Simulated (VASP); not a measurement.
# SiGe (P6_3mc) in VASP: a series of runs

Runs on SiGe. Level: LDA. Tasks: single point.

Program: VASP 6.6.1. These are calculated values, not measurements. Logs are shortened: lines on timing, memory, paths and dates and some standing lists are left out, and cuts for length are marked.

### Step 1. The cell of the first run

It takes space group P6_3mc (No. 186, hexagonal). Conventional cell: a = 3.937 Å, b = 3.937 Å, c = 6.506 Å, α = 90.00°, β = 90.00°, γ = 120.00°. Within 3.0 Å of Si (site symmetry 3m) lie 4 Ge at 2.28 to 2.47 Å. Ge (site symmetry 3m) has 4 Si at 2.28 to 2.47 Å within 3.0 Å.

### Step 2. Single point, LDA

The input, INCAR:

```
  PREC = Accurate
  ENCUT = 520
  EDIFF = 1E-7
  ISMEAR = 0
  SIGMA = 0.03
  LREAL = F
  LASPH = T
  NELM = 100
  ALGO = Normal
  ISIF = 2
  LWAVE = F
  LCHARG = F
  GGA = CA
  NBANDS = 26
```

The input, KPOINTS:

```
regular mesh
0
Gamma
  12 12 6
```

The input, POSCAR:

```
SiGe
1.0
    3.9371113814      0.0000000000      0.0000000000
   -1.9685556907      3.4096384739      0.0000000000
    0.0000000000      0.0000000000      6.5064941378
Si Ge
2 2
Direct
    0.6666666667      0.3333333333      0.8745031008
    0.3333333333      0.6666666667      0.3745031008
    0.6666666667      0.3333333333      0.5239526465
    0.3333333333      0.6666666667      0.0239526465
```

Potentials or basis: VASP PAW LDA potentials, release 64 (Si, Ge_d).

The run is started by

```console
$ cat potpaw_LDA.64/Si/POTCAR potpaw_LDA.64/Ge_d/POTCAR > POTCAR
$ mpirun -np 1 vasp_std > vasp.out
```

OUTCAR:

```text
PREC = Accurate
   ENCUT = 520
   EDIFF = 1E-7
   ISMEAR = 0
   LREAL = F
   LASPH = T
   NELM = 100
   ISIF = 2
   GGA = CA

 ion  position               nearest neighbor table
   1  0.667  0.333  0.875-   3 2.28   4 2.47   4 2.47   4 2.47
   2  0.333  0.667  0.375-   4 2.28   3 2.47   3 2.47   3 2.47
   3  0.667  0.333  0.524-   1 2.28   2 2.47   2 2.47   2 2.47
   4  0.333  0.667  0.024-   2 2.28   1 2.47   1 2.47   1 2.47

  LATTYP: Found a hexagonal cell.
 ALAT       =     3.9371113814
 C/A-ratio  =     1.6526060625

  Lattice vectors:

 A1 = (   3.9371113814,   0.0000000000,   0.0000000000)
 A2 = (  -1.9685556907,   3.4096384739,   0.0000000000)
 A3 = (   0.0000000000,   0.0000000000,   6.5064941378)

Analysis of symmetry for initial positions (statically):
=====================================================================
 Subroutine PRICEL returns:
 Original cell was already a primitive cell.

 Routine SETGRP: Setting up the symmetry group for a
 hexagonal supercell.

 Subroutine GETGRP returns: Found 12 space group operations
 (whereof  6 operations were pure point group operations)
 out of a pool of 24 trial point group operations.

The static configuration has the point symmetry C_3v.
 The point group associated with its full space group is C_6v.

Analysis of symmetry for dynamics (positions and initial velocities):
=====================================================================
 Subroutine PRICEL returns:
 Original cell was already a primitive cell.

 Routine SETGRP: Setting up the symmetry group for a
 hexagonal supercell.

 Subroutine GETGRP returns: Found 12 space group operations
 (whereof  6 operations were pure point group operations)
 out of a pool of 24 trial point group operations.

The dynamic configuration has the point symmetry C_3v.
 The point group associated with its full space group is C_6v.

 Subroutine INISYM returns: Found 12 space group operations
 (whereof  6 operations are pure point group operations),
 and found     1 'primitive' translations

----------------------------------------------------------------------------------------

                                     Primitive cell

  volume of cell :      87.3440

  direct lattice vectors                    reciprocal lattice vectors
     3.937111381  0.000000000  0.000000000     0.253993322  0.146643113  0.000000000
    -1.968555691  3.409638474  0.000000000     0.000000000  0.293286226  0.000000000
     0.000000000  0.000000000  6.506494138     0.000000000  0.000000000  0.153692600

  length of vectors
     3.937111381  3.937111381  6.506494138     0.293286226  0.293286226  0.153692600

  position of ions in fractional coordinates (direct lattice)
     0.666666667  0.333333333  0.874503101
     0.333333333  0.666666667  0.374503101
     0.666666667  0.333333333  0.523952646
     0.333333333  0.666666667  0.023952646

  ion indices of the primitive-cell ions
   primitive index   ion index
                 1           1
                 2           2
                 3           3
                 4           4

----------------------------------------------------------------------------------------

 KPOINTS: regular mesh

Automatic generation of k-mesh.
 Grid dimensions read from file:
 generate k-points for:   12   12    6

 Generating k-lattice:

  Cartesian coordinates                     Fractional coordinates (reciprocal lattice)
     0.021166110  0.012220259  0.000000000     0.083333333 -0.000000000  0.000000000
     0.000000000  0.024440519  0.000000000     0.000000000  0.083333333  0.000000000
     0.000000000  0.000000000  0.025615433     0.000000000  0.000000000  0.166666667

  Length of vectors
     0.024440519  0.024440519  0.025615433

  Shift w.r.t. Gamma in fractional coordinates (k-lattice)
     0.000000000  0.000000000  0.000000000

 Subroutine IBZKPT returns following result:
 ===========================================

 Found     76 irreducible k-points:

 Following reciprocal coordinates:
            Coordinates               Weight
  0.000000  0.000000  0.000000      1.000000
  0.083333  0.000000  0.000000      6.000000
  0.166667  0.000000  0.000000      6.000000
  0.250000  0.000000  0.000000      6.000000
  0.333333  0.000000  0.000000      6.000000
  0.416667  0.000000  0.000000      6.000000
[... 16 lines left out ...]
  0.250000  0.000000  0.166667     12.000000
  0.333333  0.000000  0.166667     12.000000
 [... further k-points ...]
   k-points           NKPTS =     76   k-points in BZ     NKDIM =     76   number of bands    NBANDS=     26
   number of dos      NEDOS =    301   number of ions     NIONS =      4
   total plane-waves  NPLWV =  43200
   dimension x,y,z NGX =    30 NGY =   30 NGZ =   48
   dimension x,y,z NGXF=    60 NGYF=   60 NGZF=   96
   ions per type =               2   2
   NGX,Y,Z   is equivalent  to a cutoff of  12.67, 12.67, 12.26 a.u.
   NGXF,Y,Z  is equivalent  to a cutoff of  25.34, 25.34, 24.53 a.u.
 SYSTEM =  unknown system
   PREC   = accura    normal or accurate (medium, high low for compatibility)
   ISTART =      0    job   : 0-new  1-cont  2-samecut
   ICHARG =      2    charge: 1-file 2-atom 10-const
   ISPIN  =      1    spin polarized calculation?
   LNONCOLLINEAR =      F non collinear calculations
   LSORBIT =      F    spin-orbit coupling
   LASPH  =      T    aspherical Exc in radial PAW
   ENCUT  =  520.0 eV  38.22 Ry    6.18 a.u.   7.32  7.32 12.10*2*pi/ulx,y,z
   NELM   =    100;   NELMIN=  2; NELMDL= -5     # of ELM steps
   EDIFF  = 0.1E-06   stopping-criterion for ELM
   LREAL  =      F    real-space projection
   EDIFFG = 0.1E-05   stopping-criterion for IOM
   NSW    =      0    number of steps for IOM
   IBRION =     -1    ionic relax: 0-MD 1-quasi-New 2-CG
   NFREE  =      0    steps in history (QN), initial steepest desc. (CG)
   ISIF   =      2    stress and relaxation
   ISYM   =      2    0-nonsym 1-usesym 2-fastsym
   POTIM  = 0.5000    time-step for ionic-motion
   TEBEG  =    0.0;   TEEND  =   0.0 temperature during run
   PSTRESS=    0.0 pullay stress
   NELECT =      36.0000    total number of electrons
   NUPDOWN=      -1.0000    fix difference up-down
   EMIN   =  10.00;   EMAX   =-10.00  energy-range for DOS
   EFERMI =   0.00;   METHOD = LEGACY
   ISMEAR =     0;   SIGMA  =   0.03  broadening in eV -4-tet -1-fermi 0-gaus
   EFERMI_NEDOS =   21; number of points for ismear=-14 and -15
   IALGO  =     38    algorithm
   IMIX   =      4    mixing-type and parameters
     AMIX     =   0.40;   BMIX     =  1.00
     AMIX_MAG =   1.60;   BMIX_MAG =  1.00
  volume/ion in A,a.u.               =      21.84       147.36
  Fermi-wavevector in a.u.,A,eV,Ry     =   1.218329  2.302308 20.195480  1.484326
  Thomas-Fermi vector in A             =   2.353619
   LORBIT       =      0    0 simple, 1 ext, 2 COOP (PROOUT), +10 PAW based schemes
   GGA     = CA    functional components
   LHFCALC =     F    Hartree Fock is set to
   AEXX    =    0.0000 exact exchange contribution
   IVDW    =     0    specifies the selected vdW correction
   LEPSILON=     F    determine dielectric tensor
   LRPA    =     F    only Hartree local field effects (RPA)
 non-spin polarized calculation
 Gauss-broadening in eV      SIGMA  =   0.03
  energy-cutoff  :      520.00
  volume of cell :       87.34
 maximum number of plane-waves:      2382
 NGX is ok and might be reduce to    30
   NGX = 15   NGY = 15   NGZ = 25

 number of electron      36.0000020 magnetization

 Free energy of the ion-electron system (eV)
  ---------------------------------------------------
  ext. energy  EPLUGINS =         0.00000000
  ---------------------------------------------------
  free energy    TOTEN  =       -21.86252915 eV

  energy without entropy =      -21.86217200  energy(sigma->0) =      -21.86235058

 E-fermi :   5.3843     XC(G=0):  -9.8745

 val. band max:        5.3795367355   @ k =   0.4167   0.0000   0.3333
 cond. band min:       5.3998926564   @ k =   0.5000   0.0000   0.3333
 fundamental gap:      0.0203559209
 Fermi energy:         5.3843086320

 k-point     1 :       0.0000    0.0000    0.0000
  band No.  band energies     occupation
      1     -19.5349      2.00000
      2     -19.5339      2.00000
      3     -19.5131      2.00000
      4     -19.5131      2.00000
      5     -19.5093      2.00000
      6     -19.5093      2.00000
[... 18 lines left out ...]
     25       9.6795      0.00000
     26      11.4479      0.00000

 k-point     2 :       0.0833    0.0000    0.0000
  band No.  band energies     occupation
      1     -19.5347      2.00000
      2     -19.5337      2.00000
      3     -19.5133      2.00000
      4     -19.5130      2.00000
      5     -19.5095      2.00000
      6     -19.5090      2.00000
[... 18 lines left out ...]
     25       9.9791      0.00000
     26      10.9902      0.00000

 k-point     3 :       0.1667    0.0000    0.0000
  band No.  band energies     occupation
      1     -19.5339      2.00000
      2     -19.5332      2.00000
      3     -19.5137      2.00000
      4     -19.5126      2.00000
      5     -19.5099      2.00000
      6     -19.5082      2.00000
[... 18 lines left out ...]
     25      10.4631      0.00000
     26      10.7535      0.00000

 k-point     4 :       0.2500    0.0000    0.0000
  band No.  band energies     occupation
      1     -19.5330      2.00000
      2     -19.5324      2.00000
      3     -19.5143      2.00000
      4     -19.5122      2.00000
      5     -19.5105      2.00000
      6     -19.5072      2.00000
[... 18 lines left out ...]
     25      11.5009      0.00000
     26      11.7961      0.00000

 k-point     5 :       0.3333    0.0000    0.0000
  band No.  band energies     occupation
      1     -19.5323      2.00000
      2     -19.5315      2.00000
      3     -19.5149      2.00000
      4     -19.5119      2.00000
      5     -19.5110      2.00000
      6     -19.5063      2.00000
[... 18 lines left out ...]
     25      11.8140      0.00000
     26      12.5996      0.00000

 k-point     6 :       0.4167    0.0000    0.0000
  band No.  band energies     occupation
      1     -19.5321      2.00000
      2     -19.5307      2.00000
      3     -19.5153      2.00000
      4     -19.5118      2.00000
      5     -19.5114      2.00000
      6     -19.5057      2.00000
[... 427 lines left out ...]
 k-point    21 :       0.0833    0.0000    0.1667
  band No.  band energies     occupation
      1     -19.5346      2.00000
      2     -19.5338      2.00000
      3     -19.5130      2.00000
      4     -19.5127      2.00000
      5     -19.5097      2.00000
      6     -19.5093      2.00000
[... 18 lines left out ...]
     25       9.7373      0.00000
     26      11.2612      0.00000

 k-point    22 :       0.1667    0.0000    0.1667
  band No.  band energies     occupation
      1     -19.5339      2.00000
      2     -19.5333      2.00000
      3     -19.5135      2.00000
      4     -19.5123      2.00000
      5     -19.5102      2.00000
      6     -19.5085      2.00000
[... 18 lines left out ...]
     25      10.4909      0.00000
     26      10.6569      0.00000

 k-point    23 :       0.2500    0.0000    0.1667
  band No.  band energies     occupation
      1     -19.5330      2.00000
      2     -19.5325      2.00000
      3     -19.5140      2.00000
      4     -19.5118      2.00000
      5     -19.5107      2.00000
      6     -19.5076      2.00000
[... 18 lines left out ...]
     25      11.2597      0.00000
     26      11.4776      0.00000

 k-point    24 :       0.3333    0.0000    0.1667
  band No.  band energies     occupation
      1     -19.5324      2.00000
      2     -19.5317      2.00000
      3     -19.5145      2.00000
      4     -19.5115      2.00000
      5     -19.5112      2.00000
      6     -19.5067      2.00000
[... 18 lines left out ...]
     25      12.1738      0.00000
     26      12.4667      0.00000

 [... further k-points ...]
[... 5 lines left out ...]
  --------------------------------------------------------------------------------------
  -------------------------------------------------------------------------------------
  Total       -3.3168449     -3.3168449      1.3254647      0.0000000      0.0000000      0.0000000
  in kB      -60.8418864    -60.8418864     24.3133980      0.0000000      0.0000000      0.0000000
  external PRESSURE =     -32.4567916 kB  Pullay stress =       0.0000000 kB

 VOLUME and BASIS-vectors are now :
 -----------------------------------------------------------------------------
  energy-cutoff  :      520.00
  volume of cell :       87.34
      direct lattice vectors                 reciprocal lattice vectors
     3.937111381  0.000000000  0.000000000     0.253993322  0.146643113  0.000000000
    -1.968555691  3.409638474  0.000000000     0.000000000  0.293286226  0.000000000
     0.000000000  0.000000000  6.506494138     0.000000000  0.000000000  0.153692600

 POSITION                                       TOTAL-FORCE (eV/Angst)
 -----------------------------------------------------------------------------------
      1.96856      1.13655      5.68995         0.000000      0.000000      2.067596
     -0.00000      2.27309      2.43670        -0.000000      0.000000      2.067596
      1.96856      1.13655      3.40909        -0.000000     -0.000000     -2.067596
     -0.00000      2.27309      0.15585         0.000000     -0.000000     -2.067596
 -----------------------------------------------------------------------------------
    total drift:                                0.000001      0.000001      0.004006

  FREE ENERGIE OF THE ION-ELECTRON SYSTEM (eV)
  ---------------------------------------------------
  free  energy   TOTEN  =       -21.8625291504 eV

  energy  without entropy=      -21.8621720043  energy(sigma->0) =      -21.86235058
```

Run time: 3.5 min. Hardware: 1 thread of AMD EPYC 7R43 (Zen 3), shared host; peak memory 0.23 GiB.

What came out:

```
Free energy            : -21.8625 eV
Pressure               : -3.2 GPa
Largest force          : 2.068 eV/Å
Band gap on the k mesh : zero (band 18 reaches 5.61 eV, above the bottom of band 19 at 5.38 eV)
```

Forces on the atoms (eV/Å):
```
Si   0.000  0.000  2.068
Si   0.000  0.000  2.068
Ge   0.000  0.000 -2.068
Ge   0.000  0.000 -2.068
```

Caveat: forces of over 1 eV/Å act on the atoms, so gaps and moduli don't describe the material at rest.

### Step 3. Single point, LDA

The input, INCAR:

```
SYSTEM = SiGe
  PREC = Accurate
  ENCUT = 520
  EDIFF = 1E-7
  ISMEAR = 0
  SIGMA = 0.03
  LREAL = .FALSE.
  LASPH = .TRUE.
  NELM = 60
  ALGO = Normal
  ISIF = 2
  LWAVE = .FALSE.
  LCHARG = .TRUE.
  LELF = .TRUE.
  LVHAR = .TRUE.
  NBANDS = 26
```

The input, KPOINTS:

```
Automatic mesh
0
G
  12 12 6
  0 0 0
```

POSCAR, as its differences from that of step 2:

```diff
@@ -10,3 +10,3 @@
     0.3333333333      0.6666666667      0.3745031008
-    0.6666666667      0.3333333333      0.5239526465
-    0.3333333333      0.6666666667      0.0239526465
+    0.6666666667      0.3333333333      0.4770391519
+    0.3333333333      0.6666666667     -0.0229608481
```

Potentials or basis: VASP PAW LDA potentials, release 64 (Si, Ge_d).

The run is started by

```console
$ cat potpaw_LDA.64/Si/POTCAR potpaw_LDA.64/Ge_d/POTCAR > POTCAR
$ mpirun -np 1 vasp_std > vasp.out
```

Wall time 3.4 min (1 thread of AMD EPYC 7R43 (Zen 3), shared host); peak memory 0.23 GiB.

The run converged. Its results:

| Property | Result |
| --- | --- |
| Free energy | -21.9489 eV |
| Pressure | -3.1 GPa |
| Largest force | 1.297 eV/Å |
| Band gap on the k mesh | zero (band 18 reaches 5.53 eV, above the bottom of band 19 at 5.22 eV) |

Forces on the atoms (eV/Å):
```
Si   0.000  0.000 -1.297
Si   0.000  0.000 -1.297
Ge   0.000  0.000  1.297
Ge   0.000  0.000  1.297
```

Stress tensor (GPa, compression positive):
```
-1.19  0.00  0.00
 0.00 -1.19  0.00
 0.00  0.00 -6.94
```

Levels at points of the mesh, in eV from the Fermi level:
```
           k point  band 15  band 16  band 17  band 18  band 19  band 20  band 21  band 22
(0.00, 0.00, 0.00)    -1.93    -0.65    -0.65    -0.29     0.27     0.86     1.86     1.95
(0.50, 0.00, 0.00)    -4.50    -3.47    -2.73    -2.11    -0.06     1.48     3.39     3.60
(0.00, 0.00, 0.50)    -1.40    -1.40    -1.40    -1.40     0.47     0.47     2.76     2.76
(0.50, 0.00, 0.50)    -2.90    -2.90    -2.43    -2.43     0.42     0.42     1.28     1.28
```

Caveat: forces of over 1 eV/Å act on the atoms, so gaps and moduli don't describe the material at rest.

### Step 4. Single point, LDA

This run uses another cell than the first one, of 19.07 Å³/atom, 0.873 times its volume.

The input, INCAR:

```
PREC = Accurate
ENCUT = 520
EDIFF = 1E-6
ISMEAR = 0
SIGMA = 0.03
LREAL = F
LASPH = T
NELM = 60
ALGO = Normal
ISIF = 2
LWAVE = F
LCHARG = T
GGA = CA
LELF = T
LVHAR = T
NBANDS = 26
```

The input, KPOINTS:

```
Automatic mesh
0
Gamma
  12 12 6
```

The input, POSCAR:

```
SiGe
1.0
    3.7634436583      0.0000000000      0.0000000000
   -1.8817218292      3.2592378138      0.0000000000
    0.0000000000      0.0000000000      6.2194898057
Si Ge
2 2
Direct
    0.6666666667      0.3333333333      0.8745031008
    0.3333333333      0.6666666667      0.3745031008
    0.6666666667      0.3333333333      0.5083148150
    0.3333333333      0.6666666667      0.0083148150
```

Potentials or basis: VASP PAW LDA potentials, release 64 (Si, Ge_d).

The run is started by

```console
$ cat potpaw_LDA.64/Si/POTCAR potpaw_LDA.64/Ge_d/POTCAR > POTCAR
$ mpirun -np 1 vasp_std > vasp.out
```

OUTCAR:

```text
PREC = Accurate
   ENCUT = 520
   EDIFF = 1E-6
   ISMEAR = 0
   LREAL = F
   LASPH = T
   NELM = 60
   ISIF = 2
   GGA = CA

 ion  position               nearest neighbor table
   1  0.667  0.333  0.875-   3 2.28   4 2.33   4 2.33   4 2.33
   2  0.333  0.667  0.375-   4 2.28   3 2.33   3 2.33   3 2.33
   3  0.667  0.333  0.508-   1 2.28   2 2.33   2 2.33   2 2.33
   4  0.333  0.667  0.008-   2 2.28   1 2.33   1 2.33   1 2.33

  LATTYP: Found a hexagonal cell.
 ALAT       =     3.7634436583
[... 889 lines left out ...]
     25      14.1196      0.00000
     26      14.4494      0.00000

 [... further k-points ...]
[... 5 lines left out ...]
  --------------------------------------------------------------------------------------
  -------------------------------------------------------------------------------------
  Total        3.3798416      3.3798416      5.6537423     -0.0000000      0.0000000      0.0000000
  in kB       70.9824038     70.9824038    118.7381740     -0.0000000      0.0000000      0.0000000
  external PRESSURE =      86.9009938 kB  Pullay stress =       0.0000000 kB

 VOLUME and BASIS-vectors are now :
 -----------------------------------------------------------------------------
  energy-cutoff  :      520.00
  volume of cell :       76.29
      direct lattice vectors                 reciprocal lattice vectors
     3.763443658  0.000000000  0.000000000     0.265714088  0.153410100  0.000000000
    -1.881721829  3.259237814  0.000000000     0.000000000  0.306820201  0.000000000
     0.000000000  0.000000000  6.219489806     0.000000000  0.000000000  0.160784893

 POSITION                                       TOTAL-FORCE (eV/Angst)
 -----------------------------------------------------------------------------------
      1.88172      1.08641      5.43896         0.000000     -0.000000      0.726940
     -0.00000      2.17283      2.32922        -0.000000     -0.000000      0.726940
      1.88172      1.08641      3.16146         0.000000     -0.000000     -0.726940
     -0.00000      2.17283      0.05171        -0.000000      0.000000     -0.726940
 -----------------------------------------------------------------------------------
    total drift:                                0.000000      0.000000      0.003271

  FREE ENERGIE OF THE ION-ELECTRON SYSTEM (eV)
  ---------------------------------------------------
  free  energy   TOTEN  =       -22.0152633501 eV

  energy  without entropy=      -22.0152512676  energy(sigma->0) =      -22.01525731
```

Run time: 58 s. Hardware: 1 thread of Intel Xeon Platinum 8559C (Emerald Rapids), shared host; peak memory 0.24 GiB.

Results:

- Free energy: -22.0153 eV
- Pressure: 8.7 GPa
- Largest force: 0.727 eV/Å
- Band gap on the k mesh: 0.09 eV, indirect (least direct gap 0.63 eV)

Forces on the atoms (eV/Å):
```
Si   0.000  0.000  0.727
Si   0.000  0.000  0.727
Ge   0.000  0.000 -0.727
Ge   0.000  0.000 -0.727
```

Levels at points of the mesh, in eV from the valence-band top:
```tsv
k point	band 15	band 16	band 17	band 18	band 19	band 20	band 21	band 22
(0.00, 0.00, 0.00)	-1.87	-0.80	0.00	0.00	0.63	1.78	1.78	2.09
(0.50, 0.00, 0.00)	-5.59	-3.75	-3.64	-1.70	0.09	2.07	2.79	2.92
(0.00, 0.00, 0.50)	-1.17	-1.17	-1.17	-1.17	1.47	1.47	2.98	2.98
(0.50, 0.00, 0.50)	-3.12	-3.12	-2.89	-2.89	0.44	0.44	1.58	1.58
```

(Continued in part 2 of 2.)
